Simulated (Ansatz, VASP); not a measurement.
Mg5O: VASP beside Ansatz

```xyz
6
Lattice="3.2399 0.0000 0.0000 -1.6200 2.8059 0.0000 0.0000 0.0000 13.2130" Properties=species:S:1:pos:R:3 pbc="T T T"
Mg    0.0000    0.0000    0.3132
Mg    0.0000    1.8706    2.9996
Mg    1.6200    0.9353   10.6568
Mg    0.0000    0.0000    5.5051
Mg    0.0000    1.8706    8.0649
O     0.0000    1.8706    1.0005
```

Alike in both runs: functional PBE; k mesh 12 × 12 × 4; occupations gaussian, width 0.1 eV; no spin polarisation.

Ansatz relaxed the structure, and its values are those at the end. VASP's run is a single point on that final structure, the one shown.

```csv
,VASP,Ansatz
version,VASP 6.6.1,Ansatz 0.2.0
potentials or method,"VASP PAW PBE potentials, release 64 (Mg, O), cutoff 520 eV","scalar-relativistic, plane waves, PAW"
valence electrons in the cell,16,56
```

```tsv
	VASP	Ansatz	Ansatz less VASP
gap on the k mesh at the Fermi level (eV)	none	none	-
pressure (GPa)	-0.2	0.0	+0.17
rms of the force components (eV/Å)	0.005	0.002	-0.0035
```

A gap of «none» marks a metal or a gap that the smearing closes. VASP's potentials hold 16 valence electrons a cell and Ansatz's 56, so a difference there can come from the potentials and not from the codes.
